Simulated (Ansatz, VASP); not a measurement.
# Two plane-wave programs on Ir

Contents of INCAR:

```
SYSTEM = Ir
PREC     = Accurate       ! precision mode
ENCUT    = 520            ! plane-wave cutoff, eV
EDIFF    = 1E-7           ! SCF threshold, eV
ISMEAR   = 0              ! smearing method
SIGMA    = 0.15           ! smearing width, eV
LREAL    = .FALSE.        ! projectors in reciprocal space
LASPH    = .TRUE.         ! aspherical terms in the spheres
NELM     = 80             ! most SCF steps
ALGO     = Fast           ! electronic algorithm
ISIF     = 2              ! what is computed and relaxed
LWAVE    = .FALSE.        ! write WAVECAR
LCHARG   = .FALSE.        ! write CHGCAR
GGA      = PE             ! functional
NBANDS   = 10             ! bands
```

File KPOINTS:

```
Automatic mesh
0
G
  20 20 20
  0 0 0
```

Contents of POSCAR:

```
Ir
1.0
   -0.0677313561      1.9351816027      2.0077509128
    1.9351816027     -0.0677313561      2.0077509128
    1.8674502466      1.8674502466      0.0000000000
Ir
1
Direct
    0.0000000000      0.0000000000      0.0000000000
```

Input for Ansatz:

```yaml
crystal:
  lattice:
    - [-0.0677313561, 1.9351816027, 2.0077509128]
    - [1.9351816027, -0.0677313561, 2.0077509128]
    - [1.8674502466, 1.8674502466, 0.0]
  atoms:
    - { symbol: Ir, position: [0.0, 0.0, 0.0] }
basis:
  ecutwfc: 420
kpoints:
  mp_grid: { grid: [20, 20, 20] }
hamiltonian:
  xc: pbe
  pseudopotentials: { kind: paw, azcp: { folder: soft_1 } }
scf:
  occupations: { method: gaussian, width: 0.15 }
output:
  forces: true
  stress: true
  eigenvalues: true
```

Change from the starting cell: engineering shear strain xy -0.0700, normal strain along z +0.0375.

Alike in both runs: task single point; functional PBE; k mesh 20 × 20 × 20; occupations gaussian, width 0.15 eV; no spin polarisation.

|  | VASP | Ansatz |
| --- | --- | --- |
| version | VASP 6.6.1 | Ansatz 0.2.0 |
| potentials or method | VASP PAW PBE potentials, release 64 (Ir), cutoff 520 eV | scalar-relativistic, plane waves, PAW |
| valence electrons in the cell | 9 | 17 |

Ansatz gave:

| Property | Result |
| --- | --- |
| gap on the k mesh at the Fermi level (eV) | none |
| pressure (GPa) | -9.1 |
| traceless stress, the component that is largest in VASP (GPa) | 17.77 |

Problem. Estimate VASP's values.

Solution. gap on the k mesh at the Fermi level (eV): none; pressure (GPa): -8.7; traceless stress, the component that is largest in VASP (GPa): 17.71.

A gap of «none» marks a metal or a gap that the smearing closes. VASP's potentials hold 9 valence electrons a cell and Ansatz's 17, so a difference there can come from the potentials and not from the codes.

Spin-orbit coupling is off throughout.
